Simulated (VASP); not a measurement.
Input of a VASP 6.6.1 run:

Contents of INCAR:

```
SYSTEM = Si
ALGO = Normal
EDIFF = 1E-6
ENCUT = 520
GGA = PE
ISIF = 2
ISMEAR = 0
LASPH = .True.
LCHARG = .False.
LREAL = .False.
LWAVE = .False.
NBANDS = 36
NELM = 60
PREC = Accurate
SIGMA = 0.02
```

KPOINTS

```
k-points
0
Gamma
  12 12 2
  0 0 0
```

Contents of POSCAR:

```
Si
1.0
    3.8619381813      0.0000000000      0.0000000000
   -1.9309690907      3.3445365728      0.0000000000
    0.0000000000      0.0000000000     18.9894711110
Si
12
Direct
    0.0000000000      0.0000000000      0.8128172537
    0.0000000000      0.0000000000      0.3128172537
    0.3333333333      0.6666666667      0.9791894471
    0.6666666667      0.3333333333      0.4791894471
    0.3333333333      0.6666666667      0.6453900324
    0.6666666667      0.3333333333      0.1453900324
    0.0000000000      0.0000000000      0.6871827463
    0.0000000000      0.0000000000      0.1871827463
    0.3333333333      0.6666666667      0.8546099676
    0.6666666667      0.3333333333      0.3546099676
    0.3333333333      0.6666666667      0.5208105529
    0.6666666667      0.3333333333      0.0208105529
```

Potentials or basis: VASP PAW PBE potentials, release 64 (Si).

Command:

```sh
$ cat potpaw_PBE.64/Si/POTCAR > POTCAR
$ mpirun -np 1 vasp_std > vasp.out
```

(1) What does it give for the largest force?

(2) What does it give for the band gap on the k mesh?

(3) Predict the pressure.

Results:

(1) 0.004 eV/Å.

(2) 0.61 eV (least direct gap 1.29 eV).

(3) -0.1 GPa.

Caveat: semilocal functionals underestimate gaps, and a narrow one can read as zero.
